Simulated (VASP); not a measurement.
# TaSi3 (Pm-3m) in VASP: further runs, part 2 of 2

VASP 6.6.1. The steps go on from the part before.

## Step 4: Single point, PBE

This run uses another cell than the first one, of 14.85 Å³/atom, 0.505 times its volume.

INCAR reads:

```
  PREC = Accurate
  ENCUT = 500
  EDIFF = 1E-6
  ISMEAR = 0
  SIGMA = 0.1
  LREAL = False
  LASPH = True
  NELM = 120
  ALGO = Normal
  ISIF = 2
  LWAVE = False
  LCHARG = True
  GGA = PE
  LELF = True
  LVHAR = True
  NBANDS = 20
  GGA_COMPAT = False
```

KPOINTS reads:

```
regular mesh
0
Gamma
  4 4 4
```

POSCAR reads:

```
TaSi3
1.0
    3.9015636000      0.0000000000      0.0000000000
    0.0000000000      3.9015636000      0.0000000000
    0.0000000000      0.0000000000      3.9015636000
Ta Si
1 3
Direct
    0.0000000000      0.0000000000      0.0000000000
    0.5000000000      0.0000000000      0.0000000000
    0.0000000000      0.5000000000      0.0000000000
    0.0000000000      0.0000000000      0.5000000000
```

Potentials or basis: VASP PAW PBE potentials, release 64 (Ta_pv, Si).

Command:

```sh
> cat potpaw_PBE.64/Ta_pv/POTCAR potpaw_PBE.64/Si/POTCAR > POTCAR
> mpirun -np 1 vasp_std > vasp.out
```

OUTCAR:

```text
PREC = Accurate
   ENCUT = 500
   EDIFF = 1E-6
   ISMEAR = 0
   LREAL = False
   LASPH = True
   NELM = 120
   ISIF = 2
   GGA = PE

 ion  position               nearest neighbor table
   1  0.000  0.000  0.000-   2 1.95   3 1.95   4 1.95   4 1.95   3 1.95   2 1.95
   2  0.500  0.000  0.000-   1 1.95   1 1.95   4 2.76   4 2.76   3 2.76   3 2.76   3 2.76   4 2.76
                             4 2.76   3 2.76
   3  0.000  0.500  0.000-   1 1.95   1 1.95   4 2.76   4 2.76   2 2.76   2 2.76   4 2.76   4 2.76
                             2 2.76   2 2.76
   4  0.000  0.000  0.500-   1 1.95   1 1.95   3 2.76   2 2.76   2 2.76   3 2.76   3 2.76   3 2.76
                             2 2.76   2 2.76

  LATTYP: Found a simple cubic cell.
 ALAT       =     3.9015636000

  Lattice vectors:

 A1 = (   3.9015636000,   0.0000000000,   0.0000000000)
 A2 = (   0.0000000000,   3.9015636000,   0.0000000000)
 A3 = (   0.0000000000,   0.0000000000,   3.9015636000)

Analysis of symmetry for initial positions (statically):
=====================================================================
 Subroutine PRICEL returns:
 Original cell was already a primitive cell.

 Routine SETGRP: Setting up the symmetry group for a
 simple cubic supercell.

 Subroutine GETGRP returns: Found 48 space group operations
 (whereof 48 operations were pure point group operations)
 out of a pool of 48 trial point group operations.

The static configuration has the point symmetry O_h .

Analysis of symmetry for dynamics (positions and initial velocities):
=====================================================================
 Subroutine PRICEL returns:
 Original cell was already a primitive cell.

 Routine SETGRP: Setting up the symmetry group for a
 simple cubic supercell.

 Subroutine GETGRP returns: Found 48 space group operations
 (whereof 48 operations were pure point group operations)
 out of a pool of 48 trial point group operations.
[... 106 lines left out ...]
   EFERMI_NEDOS =   21; number of points for ismear=-14 and -15
   IALGO  =     38    algorithm
   IMIX   =      4    mixing-type and parameters
     AMIX     =   0.40;   BMIX     =  1.00
     AMIX_MAG =   1.60;   BMIX_MAG =  1.00
  volume/ion in A,a.u.               =      14.85       100.20
  Fermi-wavevector in a.u.,A,eV,Ry     =   1.193288  2.254988 19.373842  1.423937
  Thomas-Fermi vector in A             =   2.329306
   LORBIT       =      0    0 simple, 1 ext, 2 COOP (PROOUT), +10 PAW based schemes
   GGA     = PE    functional components
   LHFCALC =     F    Hartree Fock is set to
   AEXX    =    0.0000 exact exchange contribution
   IVDW    =     0    specifies the selected vdW correction
   LEPSILON=     F    determine dielectric tensor
   LRPA    =     F    only Hartree local field effects (RPA)
 non-spin polarized calculation
 Gauss-broadening in eV      SIGMA  =   0.10
  energy-cutoff  :      500.00
  volume of cell :       59.39
 maximum number of plane-waves:      1528
   NGX = 15   NGY = 15   NGZ = 15

 number of electron      22.9999991 magnetization

 Free energy of the ion-electron system (eV)
  ---------------------------------------------------
  ext. energy  EPLUGINS =         0.00000000
  ---------------------------------------------------
  free energy    TOTEN  =       -10.65993357 eV

  energy without entropy =      -10.64946274  energy(sigma->0) =      -10.65469816

 E-fermi :   8.0187     XC(G=0): -10.9352

 val. band max:        8.0101132708   @ k =   0.5000   0.0000   0.0000
 cond. band min:       8.0867481005   @ k =   0.5000   0.5000   0.2500
 fundamental gap:      0.0766348297
 Fermi energy:         8.0186861161

 k-point     1 :       0.0000    0.0000    0.0000
  band No.  band energies     occupation
      1     -25.0036      2.00000
      2     -25.0036      2.00000
      3     -25.0036      2.00000
      4      -4.1053      2.00000
      5       0.5467      2.00000
      6       0.5467      2.00000
[... 219 lines left out ...]
     19      16.8379      0.00000
     20      17.9444      0.00000

------------------------ aborting loop because EDIFF is reached ----------------------------------------

  FORCE on cell =-STRESS in cart. coord.  units (eV):
  Direction    XX          YY          ZZ          XY          YZ          ZX
  --------------------------------------------------------------------------------------
  -------------------------------------------------------------------------------------
  Total       49.7162016     49.7162016     49.7162016      0.0000000      0.0000000      0.0000000
  in kB     1341.1966198   1341.1966198   1341.1966198      0.0000000      0.0000000      0.0000000
  external PRESSURE =    1341.1966198 kB  Pullay stress =       0.0000000 kB

 VOLUME and BASIS-vectors are now :
 -----------------------------------------------------------------------------
  energy-cutoff  :      500.00
  volume of cell :       59.39
      direct lattice vectors                 reciprocal lattice vectors
     3.901563600  0.000000000  0.000000000     0.256307497  0.000000000  0.000000000
     0.000000000  3.901563600  0.000000000     0.000000000  0.256307497  0.000000000
     0.000000000  0.000000000  3.901563600     0.000000000  0.000000000  0.256307497

 POSITION                                       TOTAL-FORCE (eV/Angst)
 -----------------------------------------------------------------------------------
      0.00000      0.00000      0.00000         0.000000      0.000000      0.000000
      1.95078      0.00000      0.00000         0.000000      0.000000      0.000000
      0.00000      1.95078      0.00000         0.000000      0.000000      0.000000
      0.00000      0.00000      1.95078         0.000000      0.000000      0.000000
 -----------------------------------------------------------------------------------
    total drift:                               -0.000000     -0.000000     -0.000000

  FREE ENERGIE OF THE ION-ELECTRON SYSTEM (eV)
  ---------------------------------------------------
  free  energy   TOTEN  =       -10.6599335731 eV

  energy  without entropy=      -10.6494627380  energy(sigma->0) =      -10.65469816
```

stdout:

```text
POSCAR found type information on POSCAR TaSi
 POSCAR found :  2 types and       4 ions
 scaLAPACK will be used
 LDA part: xc-table for (Slater+PW92), standard interpolation
 POSCAR, INCAR and KPOINTS ok, starting setup
 FFT: planning ... GRIDC
 FFT: planning ... GRID_SOFT
 FFT: planning ... GRID
 WAVECAR not read
 entering main loop
```

It took 10 s on 1 thread of Intel Xeon Platinum 8259CL at 2.50GHz (Skylake/Cascade Lake), shared host; peak memory 0.15 GiB.

Results:

```
Free energy : -10.6599 eV
Pressure    : 134.1 GPa
```

Caveat: the k points lie up to 0.40 Å⁻¹ apart; spin-orbit coupling is left out, which moves the levels of the heavy elements.

## Step 5: Single point, PBE

This run uses another cell than the first one, of 29.57 Å³/atom, 1.005 times its volume.

INCAR reads:

```
PREC = Accurate ; ENCUT = 500
EDIFF = 1E-6 ; ISMEAR = 0
SIGMA = 0.1 ; LREAL = F
LASPH = T ; NELM = 120
ALGO = Normal ; ISIF = 2
LWAVE = F ; LCHARG = F
GGA = PE ; NBANDS = 20
GGA_COMPAT = F
```

KPOINTS reads:

```
regular mesh
0
Gamma
  10 10 10
```

POSCAR reads:

```
TaSi3
1.0
    4.9086189310      0.0000000000      0.0000000000
    0.0000000000      4.9086189310      0.0000000000
    0.0000000000      0.0000000000      4.9086189310
Ta Si
1 3
Direct
    0.0000000000      0.0000000000      0.0000000000
    0.5000000000      0.0000000000      0.0000000000
    0.0000000000      0.5000000000      0.0000000000
    0.0000000000      0.0000000000      0.5000000000
```

Command:

```sh
> cat potpaw_PBE.64/Ta_pv/POTCAR potpaw_PBE.64/Si/POTCAR > POTCAR
> mpirun -np 1 vasp_std > vasp.out
```

Run time: 66 s. Hardware: 1 thread of Intel Xeon Platinum 8259CL at 2.50GHz (Skylake/Cascade Lake), shared host; peak memory 0.27 GiB.

It converged, with:

| Quantity | Value |
| --- | --- |
| Free energy | -24.9865 eV |
| Pressure | 0.0 GPa |

Levels at points of the mesh, in eV from the Fermi level:
```tsv
k point	band 8	band 9	band 10	band 11	band 12	band 13	band 14	band 15
(0.00, 0.00, 0.00)	-1.51	-1.51	0.38	0.38	0.38	1.99	1.99	1.99
(0.50, 0.00, 0.00)	-1.28	-1.28	-0.81	-0.81	0.45	0.61	0.93	3.04
(0.50, 0.50, 0.00)	-2.93	-1.94	-1.17	-1.17	0.22	0.92	0.92	4.06
(0.50, 0.50, 0.50)	-2.77	-2.77	-2.77	-1.91	-1.91	3.56	4.32	4.32
```

Caveat: spin-orbit coupling is left out, which moves the levels of the heavy elements.

## Step 6: Relaxation of cell and atoms, PBE

INCAR reads:

```
PREC = Accurate
ENCUT = 500
EDIFF = 1E-7
ISMEAR = 0
SIGMA = 0.1
LREAL = False
LASPH = True
NELM = 120
ALGO = Normal
ISIF = 3
LWAVE = False
LCHARG = False
GGA = PE
IBRION = 2
NSW = 100
EDIFFG = -0.01
GGA_COMPAT = False
NELMIN = 4
```

KPOINTS reads:

```
Automatic mesh
0
Gamma
  10 10 10
```

POSCAR reads:

```
TaSi3
1.0
    4.9001584699      0.0000000000      0.0000000000
    0.0000000000      4.9001584699      0.0000000000
    0.0000000000      0.0000000000      4.9001584699
Ta Si
1 3
Direct
    0.0000000000      0.0000000000      0.0000000000
    0.5000000000      0.0000000000      0.0000000000
    0.0000000000      0.5000000000      0.0000000000
    0.0000000000      0.0000000000      0.5000000000
```

Potentials or basis: VASP PAW PBE potentials, release 64 (Ta_pv, Si).

Command:

```sh
> cat potpaw_PBE.64/Ta_pv/POTCAR potpaw_PBE.64/Si/POTCAR > POTCAR
> mpirun -np 1 vasp_std > vasp.out
```

Wall time 2.1 min (1 thread of Intel Xeon Platinum 8259CL at 2.50GHz (Skylake/Cascade Lake), shared host); peak memory 0.27 GiB.

It converged, with:

```
Free energy                            : -24.9864 eV
Relaxed volume                         : 29.59 Å³/atom
Relaxed cell                           : a = 4.910 Å, b = 4.910 Å, c = 4.910 Å, α = 90.00°, β = 90.00°, γ = 90.00°
Space group after relaxing (to 0.05 Å) : Pm-3m (No. 221)
Energy gained by relaxing              : 0.2 meV/atom
Ionic steps                            : 3
Pressure after relaxing                : 0.0 GPa
```

Step by step:
| step | energy change (eV) | largest force (eV/Å) | pressure (GPa) | volume (Å³) |
| --- | --- | --- | --- | --- |
| 1 | 0.0000 | 0.0000 | 0.35 | 117.66 |
| 2 | -0.0005 | 0.0000 | -0.20 | 118.75 |
| 3 | -0.0008 | 0.0000 | 0.00 | 118.35 |

Final structure:
```
Ta Si
1.0
     4.90973    0.00000    0.00000
     0.00000    4.90973    0.00000
     0.00000    0.00000    4.90973
Ta Si
1 3
Direct
  0.00000 0.00000 0.00000
  0.50000 0.00000 0.00000
  0.00000 0.50000 0.00000
  0.00000 0.00000 0.50000
```

Levels at points of the mesh, in eV from the Fermi level:
```
           k point  band 7  band 8  band 9  band 10  band 11  band 12  band 13  band 14  band 15
(0.00, 0.00, 0.00)   -1.51   -1.51   -1.51     0.38     0.38     0.38     1.99     1.99     1.99
(0.50, 0.00, 0.00)   -2.52   -1.28   -1.28    -0.81    -0.81     0.45     0.61     0.93     3.04
(0.50, 0.50, 0.00)   -3.21   -2.92   -1.94    -1.17    -1.17     0.22     0.91     0.91     4.06
(0.50, 0.50, 0.50)   -4.57   -2.77   -2.77    -2.77    -1.91    -1.91     3.56     4.32     4.32
```

Caveat: spin-orbit coupling is left out, which moves the levels of the heavy elements.

## Step 7: Summary

| task | cell | k mesh | cutoff (eV) | gap on the mesh (eV) | pressure (GPa) | relaxed volume (Å³/atom) |
| --- | --- | --- | --- | --- | --- | --- |
| single point | a = 4.900 Å, 4 atoms | 4 × 4 × 4 | 520 | none | 0.1 | - |
| relaxation of cell and atoms | relaxed from a = 3.902 Å, 4 atoms | 4 × 4 × 4 | 600 | none | 0.0 | 29.48 |
| single point | a = 3.902 Å, 4 atoms | 4 × 4 × 4 | 500 | none | 134.1 | - |
| single point | a = 4.909 Å, 4 atoms | 10 × 10 × 10 | 500 | none | 0.0 | - |
| relaxation of cell and atoms | relaxed from a = 4.900 Å, 4 atoms | 10 × 10 × 10 | 500 | none | 0.0 | 29.59 |

Alike in all rows: level PBE; potentials or basis VASP PAW PBE potentials, release 64 (Ta_pv, Si); no spin polarisation; smearing gaussian 0.1 eV.

Caveats: some runs use coarse meshes; spin-orbit coupling is left out, which moves the levels of the heavy elements; the volume moved by over 15 % at a fixed basis, so the end points are rough (some runs).

Absolute energies hang on the potentials; compare differences alone.
